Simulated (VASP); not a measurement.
Input of a VASP 6.6.1 run:

INCAR

```
SYSTEM = AlCl
PREC     = Accurate       ! precision mode
ENCUT    = 520            ! plane-wave cutoff, eV
EDIFF    = 1E-7           ! SCF threshold, eV
ISMEAR   = 0              ! smearing method
SIGMA    = 0.1            ! smearing width, eV
LREAL    = .False.        ! projectors in reciprocal space
LASPH    = .True.         ! aspherical terms in the spheres
NELM     = 100            ! most SCF steps
ALGO     = Normal         ! electronic algorithm
ISIF     = 2              ! what is computed and relaxed
LWAVE    = .False.        ! write WAVECAR
LCHARG   = .False.        ! write CHGCAR
GGA      = PE             ! functional
NBANDS   = 18             ! bands
```

KPOINTS

```
regular mesh
0
Gamma
  4 4 4
  0 0 0
```

POSCAR

```
AlCl
1.0
    4.3826909600      0.0000000000      0.0000000000
    0.0000000000      4.5002495700      0.0000000000
    0.0000000000      0.0000000000      5.0106988700
Al Cl
2 2
Direct
    0.0000000000      0.0000000000      0.3197535000
    0.5000000000      0.5000000000      0.6802465000
    0.0000000000      0.0000000000      0.9981319300
    0.5000000000      0.5000000000      0.0018680700
```

Potentials or basis: VASP PAW PBE potentials, release 64 (Al, Cl).

Command:

```bash
$ cat potpaw_PBE.64/Al/POTCAR potpaw_PBE.64/Cl/POTCAR > POTCAR
$ mpirun -np 1 vasp_std > vasp.out
```

Task: What does it give for the band gap on the k mesh?

Result: Zero (band 10 reaches 5.42 eV, above the bottom of band 11 at 3.69 eV).

Task: Estimate the largest force.

Result: 25.472 eV/Å.

Task: Estimate the pressure.

Result: 44.2 GPa.

Forces on the atoms (eV/Å):
```
Al    0.000   0.000  25.472
Al    0.000   0.000 -25.472
Cl    0.000   0.000 -23.919
Cl    0.000   0.000  23.919
```

Caveat: forces of over 1 eV/Å act on the atoms, so gaps and moduli don't describe the material at rest.
